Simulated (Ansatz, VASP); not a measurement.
One calculation of ZnO, two programs

The input INCAR:

```
PREC = Accurate ; ENCUT = 600
EDIFF = 1E-6 ; ISMEAR = -1
SIGMA = 0.05 ; LREAL = False
LASPH = True ; NELM = 80
ALGO = Normal ; ISIF = 3
LWAVE = False ; LCHARG = False
GGA = PS ; IBRION = 2
NSW = 60 ; EDIFFG = -0.01
```

KPOINTS

```
regular mesh
0
Gamma
  9 9 5
```

The input POSCAR:

```
ZnO
1.0
    3.2493080000      0.0000000000      0.0000000000
   -1.6246540000      2.8139832727      0.0000000000
    0.0000000000      0.0000000000      5.2057090000
Zn O
2 2
Direct
    0.6666666667      0.3333333333      0.0000000000
    0.3333333333      0.6666666667      0.5000000000
    0.3333333333      0.6666666667      0.8790100000
    0.6666666667      0.3333333333      0.3790100000
```

File input.yaml:

```yaml
crystal:
  lattice:
    - [3.249308, 0.0, 0.0]
    - [-1.624654, 2.8139832727, 0.0]
    - [0.0, 0.0, 5.205709]
  atoms:
    - { symbol: Zn, position: [0.6666666667, 0.3333333333, 0.0] }
    - { symbol: Zn, position: [0.3333333333, 0.6666666667, 0.5] }
    - { symbol: O, position: [0.3333333333, 0.6666666667, 0.87901] }
    - { symbol: O, position: [0.6666666667, 0.3333333333, 0.37901] }
hamiltonian:
  xc: pbesol
  pseudopotentials: { kind: paw }
kpoints:
  mp_grid: { grid: [9, 9, 5] }
scf:
  occupations: { method: fermi_dirac, width: 0.05 }
output:
  forces: true
  stress: true
  eigenvalues: true
  write_density: true
  write_potential: true
  elf: true
  volumetric_format: npy
relax:
  f_tol: 0.01
  max_steps: 40
  cell: { stress_tol: 0.05 }
```

Alike in both runs: task relaxation of cell and atoms; functional PBEsol; k mesh 9 × 9 × 5; occupations fermi-dirac, width 0.05 eV; no spin polarisation.

|  | VASP | Ansatz |
| --- | --- | --- |
| version | VASP 6.6.1 | Ansatz 0.2.0 |
| potentials or method | VASP PAW PBE potentials, release 64 (Zn, O) | Ansatz PAW |
| plane-wave cutoff (eV) | 600 | 420 |
| valence electrons in the cell | 36 | 36 |

VASP gave:

| Quantity | Value |
| --- | --- |
| gap on the k mesh at the Fermi level, each at its own relaxed structure (eV) | 0.68 |
| relaxed volume (Å³/atom) | 11.84 |
| relaxed cell length with the largest relative difference (Å) | 3.236 |

Q: What did Ansatz give for the same quantities?

A: gap on the k mesh at the Fermi level, each at its own relaxed structure (eV): 0.70; relaxed volume (Å³/atom): 11.78; relaxed cell length with the largest relative difference (Å): 3.230.

VASP's potentials were made for PBE, not for PBEsol.

Noted on Ansatz's run: odd divisions of the mesh miss points on the zone boundary, where band edges often lie, so the gap on the mesh can be too wide; the plane-wave basis is chosen anew once the cell has moved, so the energies of steps on either side of that aren't comparable.
